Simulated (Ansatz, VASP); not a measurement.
# Pt in VASP and in Ansatz

The input INCAR:

```
ALGO = Normal
EDIFF = 1E-6
ENCUT = 520
GGA = RP
ISIF = 2
ISMEAR = -1
LASPH = True
LCHARG = False
LREAL = False
LWAVE = False
NBANDS = 17
NELM = 100
PREC = Accurate
SIGMA = 0.1
```

The input KPOINTS:

```
k-points
0
Gamma
  14 14 10
```

File POSCAR:

```
Pt
1.0
   -2.1858434496      2.5484193879      1.3659886875
    2.5484193879     -2.1858434496      1.3659886875
    2.6439757731      2.6439757731     -0.7019301925
Pt
2
Direct
    0.0159211942      0.9840788058      0.0000000000
    0.7340788058      0.2659211942      0.5000000000
```

Input for Ansatz:

```yaml
crystal:
  lattice:
    - [-2.1858434496, 2.5484193879, 1.3659886875]
    - [2.5484193879, -2.1858434496, 1.3659886875]
    - [2.6439757731, 2.6439757731, -0.7019301925]
  atoms:
    - { symbol: Pt, position: [0.0159211942, 0.9840788058, 0.0] }
    - { symbol: Pt, position: [0.7340788058, 0.2659211942, 0.5] }
hamiltonian:
  xc: rpbe
  pseudopotentials:
    kind: paw
    azcp:
      Pt: "pseudopotentials/Pt.paw.azcp"
basis:
  ecutwfc: 420
  fft_grid_basis: typed
kpoints:
  mp_grid: { grid: [14, 14, 10], shift: [0, 0, 0] }
magnetization:
  spin_polarized: false
scf:
  occupations: { method: fermi_dirac, width: 0.1 }
  lower_state_search: "off"
output:
  stress: true
```

Alike in both runs: task single point; functional RPBE; k mesh 14 × 14 × 10; occupations fermi-dirac, width 0.1 eV; no spin polarisation.

|  | VASP | Ansatz |
| --- | --- | --- |
| version | VASP 6.6.1 | Ansatz 0.2.0 |
| potentials or method | VASP PAW PBE potentials, release 64 (Pt), cutoff 520 eV | plane waves (420 eV) with PAW, scalar-relativistic |
| valence electrons in the cell | 20 | 36 |

VASP gave:

| Property | Result |
| --- | --- |
| pressure (GPa) | -7.6 |
| traceless stress, the component that is largest in VASP (GPa) | -0.66 |

Question: What did Ansatz give for the same quantities?

Answer: Pressure (GPa): -7.2; traceless stress, the component that is largest in VASP (GPa): -0.63.

VASP's potentials were made for PBE, not for RPBE. VASP's potentials hold 20 valence electrons a cell and Ansatz's 36, so a difference there can come from the potentials and not from the codes. Ansatz's warnings: near symmetry operations not taken.

Spin-orbit coupling is off throughout.
